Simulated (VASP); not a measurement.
# TiC (P6/mmm) in VASP: a series of runs

The runs below take TiC through single point, relaxation of cell and atoms, with PBE.

Everything below comes from runs of VASP 6.6.1. Logs are shortened: lines on timing, memory, paths and dates and some standing lists are left out, and cuts for length are marked.

### 1 The cell of the first run

Symmetry: P6/mmm, No. 191, hexagonal system. Conventional cell: a = 3.956 Å, b = 3.956 Å, c = 4.853 Å, α = 90.00°, β = 90.00°, γ = 120.00°. Ti (site symmetry -6m2) has 3 Ti at 2.28 Å and 2 C at 2.43 Å within 3.0 Å. Within 3.0 Å of C (site symmetry -6m2) lie 3 C at 2.28 Å and 2 Ti at 2.43 Å.

### 2 Single point, PBE

The input, INCAR:

```
SYSTEM = TiC
PREC = Accurate ; ENCUT = 520
EDIFF = 1E-6 ; ISMEAR = 0
SIGMA = 0.1 ; LREAL = .FALSE.
LASPH = .TRUE. ; NELM = 60
ALGO = Normal ; ISIF = 2
LWAVE = .FALSE. ; LCHARG = .FALSE.
GGA = PE ; NBANDS = 24
```

The input, KPOINTS:

```
Automatic mesh
0
G
  6 6 4
  0 0 0
```

The input, POSCAR:

```
TiC
1.0
    3.9555860100      0.0000000000      0.0000000000
   -1.9777930000      3.4256379700      0.0000000000
    0.0000000000      0.0000000000      4.8532868900
Ti C
2 2
Direct
    0.3333333300      0.6666666700      0.0000000000
    0.6666666700      0.3333333300      0.0000000000
    0.3333333300      0.6666666700      0.5000000000
    0.6666666700      0.3333333300      0.5000000000
```

Potentials or basis: VASP PAW PBE potentials, release 64 (Ti_sv, C).

The run is started by

```console
> cat potpaw_PBE.64/Ti_sv/POTCAR potpaw_PBE.64/C/POTCAR > POTCAR
> mpirun -np 1 vasp_std > vasp.out
```

OUTCAR:

```text
SYSTEM = TiC
   PREC = Accurate
   ENCUT = 520
   EDIFF = 1E-6
   ISMEAR = 0
   LREAL = .FALSE.
   LASPH = .TRUE.
   NELM = 60
   ISIF = 2
   GGA = PE

 ion  position               nearest neighbor table
   1  0.333  0.667  0.000-   2 2.28   2 2.28   2 2.28   3 2.43   3 2.43
   2  0.667  0.333  0.000-   1 2.28   1 2.28   1 2.28   4 2.43   4 2.43
   3  0.333  0.667  0.500-   1 2.43   1 2.43
   4  0.667  0.333  0.500-   2 2.43   2 2.43

  LATTYP: Found a hexagonal cell.
 ALAT       =     3.9555860100
 C/A-ratio  =     1.2269451044

  Lattice vectors:

 A1 = (   3.9555860100,   0.0000000000,   0.0000000000)
 A2 = (  -1.9777930000,   3.4256379700,   0.0000000000)
 A3 = (   0.0000000000,   0.0000000000,   4.8532868900)

Analysis of symmetry for initial positions (statically):
=====================================================================
 Subroutine PRICEL returns:
 Original cell was already a primitive cell.

 Routine SETGRP: Setting up the symmetry group for a
 hexagonal supercell.

 Subroutine GETGRP returns: Found 24 space group operations
 (whereof 24 operations were pure point group operations)
 out of a pool of 24 trial point group operations.

The static configuration has the point symmetry D_6h.

Analysis of symmetry for dynamics (positions and initial velocities):
=====================================================================
 Subroutine PRICEL returns:
 Original cell was already a primitive cell.

 Routine SETGRP: Setting up the symmetry group for a
 hexagonal supercell.

 Subroutine GETGRP returns: Found 24 space group operations
 (whereof 24 operations were pure point group operations)
 out of a pool of 24 trial point group operations.

The dynamic configuration has the point symmetry D_6h.

 Subroutine INISYM returns: Found 24 space group operations
 (whereof 24 operations are pure point group operations),
 and found     1 'primitive' translations

----------------------------------------------------------------------------------------

                                     Primitive cell

  volume of cell :      65.7640

  direct lattice vectors                    reciprocal lattice vectors
     3.955586010  0.000000000  0.000000000     0.252807042  0.145958214  0.000000000
    -1.977793000  3.425637970  0.000000000     0.000000000  0.291916428  0.000000000
     0.000000000  0.000000000  4.853286890     0.000000000  0.000000000  0.206045928

  length of vectors
     3.955586010  3.955586006  4.853286890     0.291916428  0.291916428  0.206045928

  position of ions in fractional coordinates (direct lattice)
     0.333333330  0.666666670  0.000000000
     0.666666670  0.333333330  0.000000000
     0.333333330  0.666666670  0.500000000
     0.666666670  0.333333330  0.500000000

  ion indices of the primitive-cell ions
   primitive index   ion index
                 1           1
                 2           2
                 3           3
                 4           4

----------------------------------------------------------------------------------------

 KPOINTS: Automatic mesh

Automatic generation of k-mesh.
 Grid dimensions read from file:
 generate k-points for:    6    6    4

 Generating k-lattice:

  Cartesian coordinates                     Fractional coordinates (reciprocal lattice)
     0.042134507  0.024326369  0.000000000     0.166666667 -0.000000000  0.000000000
     0.000000000  0.048652738  0.000000000     0.000000000  0.166666667  0.000000000
     0.000000000  0.000000000  0.051511482     0.000000000  0.000000000  0.250000000

  Length of vectors
     0.048652738  0.048652738  0.051511482

  Shift w.r.t. Gamma in fractional coordinates (k-lattice)
     0.000000000  0.000000000  0.000000000

 Subroutine IBZKPT returns following result:
 ===========================================

 Found     21 irreducible k-points:

 Following reciprocal coordinates:
            Coordinates               Weight
  0.000000  0.000000  0.000000      1.000000
  0.166667  0.000000  0.000000      6.000000
  0.333333  0.000000  0.000000      6.000000
  0.500000  0.000000  0.000000      3.000000
  0.166667  0.166667  0.000000      6.000000
  0.333333  0.166667  0.000000     12.000000
[... 13 lines left out ...]
  0.333333  0.166667  0.500000     12.000000
  0.333333  0.333333  0.500000      2.000000
   k-points           NKPTS =     21   k-points in BZ     NKDIM =     21   number of bands    NBANDS=     24
   number of dos      NEDOS =    301   number of ions     NIONS =      4
   total plane-waves  NPLWV =  32400
   dimension x,y,z NGX =    30 NGY =   30 NGZ =   36
   dimension x,y,z NGXF=    60 NGYF=   60 NGZF=   72
   ions per type =               2   2
   NGX,Y,Z   is equivalent  to a cutoff of  12.61, 12.61, 12.33 a.u.
   NGXF,Y,Z  is equivalent  to a cutoff of  25.22, 25.22, 24.66 a.u.
 SYSTEM =  TiC
   PREC   = accura    normal or accurate (medium, high low for compatibility)
   ISTART =      0    job   : 0-new  1-cont  2-samecut
[... 63 lines left out ...]
 k-point     1 :       0.0000    0.0000    0.0000
  band No.  band energies     occupation
      1     -52.2758      2.00000
      2     -51.5194      2.00000
      3     -29.1284      2.00000
      4     -29.1284      2.00000
      5     -28.4035      2.00000
      6     -27.8853      2.00000
[... 16 lines left out ...]
     23       7.4782      0.00000
     24       7.4782      0.00000

 k-point     2 :       0.1667    0.0000    0.0000
  band No.  band energies     occupation
      1     -52.2333      2.00000
      2     -51.5664      2.00000
      3     -29.1700      2.00000
      4     -29.0516      2.00000
      5     -28.3734      2.00000
      6     -27.9164      2.00000
[... 16 lines left out ...]
     23       7.3987      0.00000
     24       7.5582      0.00000

 k-point     3 :       0.3333    0.0000    0.0000
  band No.  band energies     occupation
      1     -52.1225      2.00000
      2     -51.6862      2.00000
      3     -29.2467      2.00000
      4     -28.8696      2.00000
      5     -28.2953      2.00000
      6     -27.9963      2.00000
[... 16 lines left out ...]
     23       7.7460      0.00000
     24       7.9133      0.00000

 k-point     4 :       0.5000    0.0000    0.0000
  band No.  band energies     occupation
      1     -52.0324      2.00000
      2     -51.7807      2.00000
      3     -29.2824      2.00000
      4     -28.7531      2.00000
      5     -28.2325      2.00000
      6     -28.0601      2.00000
[... 16 lines left out ...]
     23       8.3696      0.00000
     24       8.4550      0.00000

 k-point     5 :       0.1667    0.1667    0.0000
  band No.  band energies     occupation
      1     -52.1551      2.00000
      2     -51.6513      2.00000
      3     -29.2446      2.00000
      4     -28.8945      2.00000
      5     -28.3182      2.00000
      6     -27.9729      2.00000
[... 16 lines left out ...]
     23       7.5440      0.00000
     24       7.7351      0.00000

 k-point     6 :       0.3333    0.1667    0.0000
  band No.  band energies     occupation
      1     -52.0325      2.00000
      2     -51.7807      2.00000
      3     -29.3194      2.00000
      4     -28.6606      2.00000
      5     -28.2326      2.00000
      6     -28.0600      2.00000
[... 16 lines left out ...]
     23       8.0469      0.00000
     24       8.1799      0.00000
[... 298 lines left out ...]
 k-point    18 :       0.5000    0.0000    0.5000
  band No.  band energies     occupation
      1     -52.0324      2.00000
      2     -51.7807      2.00000
      3     -29.2822      2.00000
      4     -28.7529      2.00000
      5     -28.2345      2.00000
      6     -28.0613      2.00000
[... 16 lines left out ...]
     23       8.5765      0.00000
     24       8.6881      0.00000

 k-point    19 :       0.1667    0.1667    0.5000
  band No.  band energies     occupation
      1     -52.1551      2.00000
      2     -51.6513      2.00000
      3     -29.2444      2.00000
      4     -28.8943      2.00000
      5     -28.3206      2.00000
      6     -27.9738      2.00000
[... 16 lines left out ...]
     23       7.5004      0.00000
     24       8.2605      0.00000

 k-point    20 :       0.3333    0.1667    0.5000
  band No.  band energies     occupation
      1     -52.0325      2.00000
      2     -51.7807      2.00000
      3     -29.3192      2.00000
      4     -28.6604      2.00000
      5     -28.2346      2.00000
      6     -28.0613      2.00000
[... 16 lines left out ...]
     23       8.0698      0.00000
     24       8.2113      0.00000

 k-point    21 :       0.3333    0.3333    0.5000
  band No.  band energies     occupation
      1     -51.9077      2.00000
      2     -51.9077      2.00000
      3     -29.3670      2.00000
      4     -28.3103      2.00000
      5     -28.3103      2.00000
      6     -28.1482      2.00000
[... 16 lines left out ...]
     23       7.9558      0.00000
     24       7.9558      0.00000

------------------------ aborting loop because EDIFF is reached ----------------------------------------

  FORCE on cell =-STRESS in cart. coord.  units (eV):
  Direction    XX          YY          ZZ          XY          YZ          ZX
  --------------------------------------------------------------------------------------
  -------------------------------------------------------------------------------------
  Total        1.8002306      1.8002306    -17.6747055      0.0000000      0.0000000     -0.0000000
  in kB       43.8581666     43.8581666   -430.6004792      0.0000001      0.0000000     -0.0000000
  external PRESSURE =    -114.2947154 kB  Pullay stress =       0.0000000 kB

 VOLUME and BASIS-vectors are now :
 -----------------------------------------------------------------------------
  energy-cutoff  :      520.00
  volume of cell :       65.76
      direct lattice vectors                 reciprocal lattice vectors
     3.955586010  0.000000000  0.000000000     0.252807042  0.145958214  0.000000000
    -1.977793000  3.425637970  0.000000000     0.000000000  0.291916428  0.000000000
     0.000000000  0.000000000  4.853286890     0.000000000  0.000000000  0.206045928

 POSITION                                       TOTAL-FORCE (eV/Angst)
 -----------------------------------------------------------------------------------
     -0.00000      2.28376      0.00000         0.000000     -0.000000      0.000000
      1.97779      1.14188      0.00000        -0.000000      0.000000     -0.000000
     -0.00000      2.28376      2.42664        -0.000000      0.000000     -0.000000
      1.97779      1.14188      2.42664         0.000000     -0.000000     -0.000000
 -----------------------------------------------------------------------------------
    total drift:                               -0.000000      0.000000     -0.000000

  FREE ENERGIE OF THE ION-ELECTRON SYSTEM (eV)
  ---------------------------------------------------
  free  energy   TOTEN  =       -23.3283722368 eV

  energy  without entropy=      -23.2850248859  energy(sigma->0) =      -23.30669856
```

Run time: 16 s. Hardware: 1 thread of Intel Xeon 6975P-C (Granite Rapids), shared host; peak memory 0.18 GiB.

What came out:

```
Free energy            : -23.3284 eV
Pressure               : -11.4 GPa
Band gap on the k mesh : zero (band 16 reaches 5.16 eV, above the bottom of band 17 at 4.02 eV)
```

Stress tensor (GPa, compression positive):
```
  4.39   0.00   0.00
  0.00   4.39   0.00
  0.00   0.00 -43.06
```

Levels at points of the mesh, in eV from the Fermi level:
```csv
k point,band 13,band 14,band 15,band 16,band 17,band 18,band 19,band 20
"(0.00, 0.00, 0.00)",-1.53,-1.53,0.20,0.20,0.58,0.58,1.48,1.48
"(0.50, 0.00, 0.00)",-1.61,-1.19,-0.46,-0.45,-0.38,0.15,1.49,2.36
"(0.00, 0.00, 0.50)",-2.11,-1.89,-0.08,0.77,0.77,1.34,1.34,1.39
"(0.50, 0.00, 0.50)",-1.91,-1.48,-1.21,-0.45,0.18,0.95,1.42,1.68
```

### 3 Single point, PBE

This run uses another cell than the first one, of 17.62 Å³/atom, 1.072 times its volume.

The input, INCAR:

```
PREC = Accurate
ENCUT = 520
EDIFF = 1E-6
ISMEAR = 0
SIGMA = 0.1
LREAL = F
LASPH = T
NELM = 60
ALGO = Normal
ISIF = 2
LWAVE = F
LCHARG = F
GGA = PE
NBANDS = 24
```

The input, KPOINTS:

```
regular mesh
0
Gamma
  6 6 4
```

The input, POSCAR:

```
TiC
1.0
    4.4104745227     -0.0000000032      0.0000000000
   -2.2052372585      3.8195829810      0.0000000000
    0.0000000000      0.0000000000      4.1831504511
Ti C
2 2
Direct
    0.3333333333      0.6666666667      0.0000000000
    0.6666666667      0.3333333333      0.0000000000
    0.3333333333      0.6666666667      0.5000000000
    0.6666666667      0.3333333333      0.5000000000
```

Potentials or basis: VASP PAW PBE potentials, release 64 (Ti_sv, C).

The run is started by

```console
> cat potpaw_PBE.64/Ti_sv/POTCAR potpaw_PBE.64/C/POTCAR > POTCAR
> mpirun -np 1 vasp_std > vasp.out
```

It took 16 s on 1 thread of Intel Xeon 6975P-C (Granite Rapids), shared host; peak memory 0.19 GiB.

Results (log left out):

```
Free energy            : -25.3413 eV
Pressure               : 0.0 GPa
Band gap on the k mesh : zero (band 16 reaches 4.22 eV, above the bottom of band 17 at 3.62 eV)
```

Levels at points of the mesh, in eV from the Fermi level:
```csv
k point,band 13,band 14,band 15,band 16,band 17,band 18,band 19,band 20
"(0.00, 0.00, 0.00)",-1.55,-1.29,0.24,0.24,0.59,0.59,1.34,1.34
"(0.50, 0.00, 0.00)",-0.70,-0.57,-0.41,-0.40,-0.05,0.24,1.68,2.56
"(0.00, 0.00, 0.50)",-2.57,-1.93,-1.67,0.52,0.52,0.82,0.82,0.89
"(0.50, 0.00, 0.50)",-2.63,-1.88,-0.73,-0.21,-0.06,0.69,1.01,1.57
```

Caveat: the k points lie up to 0.38 Å⁻¹ apart.

### 4 Relaxation of cell and atoms, PBE

The input, INCAR:

```
PREC = Accurate
ENCUT = 600
EDIFF = 1E-6
ISMEAR = 0
SIGMA = 0.1
LREAL = F
LASPH = T
NELM = 60
ALGO = Normal
ISIF = 3
LWAVE = F
LCHARG = F
GGA = PE
IBRION = 2
NSW = 90
EDIFFG = -0.04
```

KPOINTS is that of step 3.

The input, POSCAR:

```
TiC
1.0
    3.9555860100      0.0000000000      0.0000000000
   -1.9777930000      3.4256379700      0.0000000000
    0.0000000000      0.0000000000      4.8532868900
Ti C
2 2
Direct
    0.3333333300      0.6666666700      0.0000000000
    0.6666666700      0.3333333300      0.0000000000
    0.3333333300      0.6666666700      0.5000000000
    0.6666666700      0.3333333300      0.5000000000
```

The run is started by

```console
> cat potpaw_PBE.64/Ti_sv/POTCAR potpaw_PBE.64/C/POTCAR > POTCAR
> mpirun -np 1 vasp_std > vasp.out
```

Run time: 2.4 min. Hardware: 1 thread of Intel Xeon 6975P-C (Granite Rapids), shared host; peak memory 0.22 GiB.

The run converged. Its results:

- Free energy: -25.3398 eV
- Relaxed volume: 17.64 Å³/atom
- Relaxed cell: a = 4.413 Å, b = 4.413 Å, c = 4.185 Å, α = 90.00°, β = 90.00°, γ = 120.00°
- Space group after relaxing (to 0.05 Å): P6/mmm (No. 191)
- Energy gained by relaxing: 503.0 meV/atom
- Ionic steps: 12
- Pressure after relaxing: -0.2 GPa
- Band gap on the k mesh: zero (band 16 reaches 4.21 eV, above the bottom of band 17 at 3.61 eV)

The path:
```csv
step,energy change (eV),largest force (eV/Å),pressure (GPa),volume (Å³)
1,0.0000,0.0000,-11.47,65.76
2,-0.4498,0.0000,34.64,53.99
3,-1.6397,0.0000,4.75,58.72
4,-1.6432,0.0000,5.72,58.50
5,-1.6429,0.0000,6.39,58.35
6,-1.8293,0.0000,5.65,62.23
7,-1.9297,0.0000,0.51,74.49
8,-1.9885,0.0000,2.05,70.29
9,-1.9908,0.0000,3.03,68.10
10,-1.9938,0.0000,2.55,69.12
11,-1.9070,0.0000,-5.50,74.20
12,-2.0118,0.0000,-0.17,70.58
```

Final structure:
```yaml
crystal:
  lattice:
    - [4.41313, 0.00000, 0.00000]
    - [-2.20656, 3.82188, 0.00000]
    - [0.00000, 0.00000, 4.18457]
  atoms:
    - { symbol: Ti, position: [0.33333, 0.66667, 0.00000] }
    - { symbol: Ti, position: [0.66667, 0.33333, 0.00000] }
    - { symbol: C, position: [0.33333, 0.66667, 0.50000] }
    - { symbol: C, position: [0.66667, 0.33333, 0.50000] }
```

Levels at points of the mesh, in eV from the Fermi level:
```
           k point  band 14  band 15  band 16  band 17  band 18  band 19
(0.00, 0.00, 0.00)    -1.28     0.24     0.24     0.59     0.59     1.34
(0.50, 0.00, 0.00)    -0.57    -0.41    -0.41    -0.04     0.24     1.68
(0.00, 0.00, 0.50)    -1.93    -1.67     0.52     0.52     0.81     0.81
(0.50, 0.00, 0.50)    -1.88    -0.72    -0.21    -0.06     0.69     1.00
```

### 5 Single point, PBE, collinear spin, ferromagnetic start

This run uses another cell than the first one, of 17.62 Å³/atom, 1.072 times its volume.

The input, INCAR:

```
SYSTEM = TiC
PREC     = Accurate       ! precision mode
ENCUT    = 520            ! plane-wave cutoff, eV
EDIFF    = 1E-6           ! SCF threshold, eV
ISMEAR   = 0              ! smearing method
SIGMA    = 0.1            ! smearing width, eV
LREAL    = .False.        ! projectors in reciprocal space
LASPH    = .True.         ! aspherical terms in the spheres
NELM     = 150            ! most SCF steps
ALGO     = Normal         ! electronic algorithm
ISIF     = 2              ! what is computed and relaxed
LWAVE    = .False.        ! write WAVECAR
LCHARG   = .False.        ! write CHGCAR
ISPIN    = 2              ! spin polarisation
MAGMOM   = 1 1 0 0        ! initial moments
LORBIT   = 11             ! projections on sites
LMAXMIX  = 4              ! l up to which the mixer works
GGA      = PE             ! functional
NBANDS   = 28             ! bands
```

The input, KPOINTS:

```
regular mesh
0
Gamma
  6 6 4
  0 0 0
```

The input, POSCAR:

```
TiC
1.0
    4.4104745227      0.0000000000      0.0000000000
   -2.2052372613      3.8195829794      0.0000000000
    0.0000000000      0.0000000000      4.1831504511
Ti C
2 2
Direct
    0.3333333333      0.6666666667      0.0000000000
    0.6666666667      0.3333333333      0.0000000000
    0.3333333333      0.6666666667      0.5000000000
    0.6666666667      0.3333333333      0.5000000000
```

The run is started by

```console
> cat potpaw_PBE.64/Ti_sv/POTCAR potpaw_PBE.64/C/POTCAR > POTCAR
> mpirun -np 1 vasp_std > vasp.out
```

It took 39 s on 1 thread of Intel Xeon 6975P-C (Granite Rapids), shared host; peak memory 0.25 GiB.

It converged, with:

| Property | Result |
| --- | --- |
| Free energy | -25.3500 eV |
| Pressure | 0.1 GPa |
| Net moment | 0.65 μB per cell |
| Site moments | Ti +0.30; C -0.02 μB |
| Valence electrons inside the program's atomic spheres | Ti 10.40; C 2.17 |

Stress tensor (GPa, compression positive):
```
-0.02  0.00  0.00
 0.00 -0.02  0.00
 0.00  0.00  0.40
```

Levels at points of the mesh, in eV from the Fermi level:
Spin up:
```tsv
k point	band 12	band 13	band 14	band 15	band 16	band 17	band 18	band 19	band 20	band 21
(0.00, 0.00, 0.00)	-1.52	-1.52	-1.25	0.19	0.19	0.55	0.55	1.22	1.22	1.47
(0.50, 0.00, 0.00)	-1.75	-0.68	-0.67	-0.51	-0.41	-0.17	0.20	1.69	2.59	2.59
(0.00, 0.00, 0.50)	-2.55	-2.55	-1.91	-1.75	0.54	0.54	0.72	0.72	0.75	0.75
(0.50, 0.00, 0.50)	-3.13	-2.61	-1.86	-0.83	-0.33	-0.20	0.71	0.94	1.58	3.02
```
Spin down:
```csv
k point,band 14,band 15,band 16,band 17,band 18,band 19
"(0.00, 0.00, 0.00)",-1.25,0.40,0.40,0.75,0.75,1.44
"(0.50, 0.00, 0.00)",-0.33,-0.33,-0.19,0.23,0.40,1.77
"(0.00, 0.00, 0.50)",-1.87,-1.49,0.58,0.58,1.04,1.04
"(0.50, 0.00, 0.50)",-1.83,-0.49,0.03,0.22,0.77,1.18
```

Caveat: the k points lie up to 0.38 Å⁻¹ apart.

### 6 The runs side by side

```tsv
task	spin	cell	cutoff (eV)	gap on the mesh (eV)	pressure (GPa)
single point	off	a = 3.956, b = 3.956, c = 4.853 Å, angles 90.0, 90.0, 120.0°, 4 atoms	520	none	-11.4
single point	off	a = 4.410, b = 4.410, c = 4.183 Å, angles 90.0, 90.0, 120.0°, 4 atoms	520	none	0.0
relaxation of cell and atoms	off	relaxed from a = 3.956, b = 3.956, c = 4.853 Å, angles 90.0, 90.0, 120.0°, 4 atoms	600	none	-0.2
single point	collinear, ferromagnetic start	a = 4.410, b = 4.410, c = 4.183 Å, angles 90.0, 90.0, 120.0°, 4 atoms	520	none	0.1
```

Alike in all rows: level PBE; potentials or basis VASP PAW PBE potentials, release 64 (Ti_sv, C); k mesh 6 × 6 × 4; smearing gaussian 0.1 eV.

Caveats: some runs use coarse meshes.

Total energies depend on the potentials used, so only differences within one code and one set of settings carry meaning.
